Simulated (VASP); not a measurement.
Write the native input for VASP 6.6.1 that does the following.

- Task: single point
- Functional: PBE
- Potentials or basis: VASP PAW PBE potentials, release 64 (Pt)
- Cutoff: 520 eV
- k mesh: 16 × 16 × 15
- Occupations: fermi-dirac, width 0.08 eV
- Spin: no spin polarisation
- Dipole correction: no
- Further INCAR settings: ALGO = Normal; EDIFF = 1e-06; NBANDS = 11

The structure of Pt lies in POSCAR:

```
Pt
1.0
    2.5513271596      0.0000000000      0.0000000000
   -1.2756635798      2.2095141336      0.0000000000
    0.0000000000      0.0000000000      2.5088673025
Pt
1
Direct
    0.0000000000      0.0000000000      0.0000000000
```

These files were run (other wordings do the same):

INCAR

```
SYSTEM = Pt
PREC = Accurate
ENCUT = 520
EDIFF = 1E-6
ISMEAR = -1
SIGMA = 0.08
LREAL = .FALSE.
LASPH = .TRUE.
NELM = 60
ALGO = Normal
ISIF = 2
LWAVE = .FALSE.
LCHARG = .FALSE.
GGA = PE
NBANDS = 11
```

KPOINTS

```
Automatic mesh
0
G
  16 16 15
  0 0 0
```

Potentials or basis: VASP PAW PBE potentials, release 64 (Pt).

Run with:

```bash
$ cat potpaw_PBE.64/Pt/POTCAR > POTCAR
$ mpirun -np 1 vasp_std > vasp.out
```

Results of the run:

```
Pressure               : 59.1 GPa
Band gap on the k mesh : zero (band 5 reaches 14.45 eV, above the bottom of band 6 at 10.59 eV)
```

Caveat: spin-orbit coupling is left out, which moves the levels of the heavy elements.

It took 44 s on 1 thread of Intel Xeon 8259CL, on a shared host, peak memory 0.16 GiB.
